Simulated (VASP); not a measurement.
Hf2TaN4, 7 atoms in the cell. The structure is monoclinic, space group C2/m (No. 12). Conventional cell: a = 10.275 Å, b = 3.165 Å, c = 5.630 Å, α = 90.00°, β = 106.00°, γ = 90.00°. Within 2.8 Å of Hf (site symmetry m) lie 6 N at 2.11 to 2.33 Å. Within 2.7 Å of Ta (site symmetry 2/m) lie 6 N at 2.06 to 2.20 Å. Within 2.7 Å of N (site symmetry m) lie 1 Ta at 2.06 Å and 3 Hf at 2.11 to 2.20 Å. Within 3.2 Å of N (site symmetry m) lie 2 Ta at 2.20 Å and 3 Hf at 2.22 to 2.33 Å and 10 N at 2.94 to 3.16 Å. 

```yaml
Program: VASP 6.6.1
Task: single point
Functional: PBE
Potentials_or_basis: VASP PAW PBE potentials, release 64 (Hf_pv, Ta_pv, N)
Cutoff: 520 eV
k_mesh: 10 × 10 × 6
Occupations: gaussian, width 0.1 eV
Spin: no spin polarisation
Dipole_correction: no
Further_INCAR_settings: ALGO = Fast; EDIFF = 1e-07; NBANDS = 34
```

Potentials or basis: VASP PAW PBE potentials, release 64 (Hf_pv, Ta_pv, N).

Run with:

```bash
$ cat potpaw_PBE.64/Hf_pv/POTCAR potpaw_PBE.64/Ta_pv/POTCAR potpaw_PBE.64/N/POTCAR > POTCAR
$ mpirun -np 1 vasp_std > vasp.out
```

Hardware: 1 thread of Oxide Virtual Turin-like Processor (shared host).

Question: Estimate the wall time of this run.

Answer: It took 18 min on 1 thread of Oxide Virtual Turin-like Processor (shared host), peak memory 0.55 GiB. Counts: scf iterations 18, k points 172.
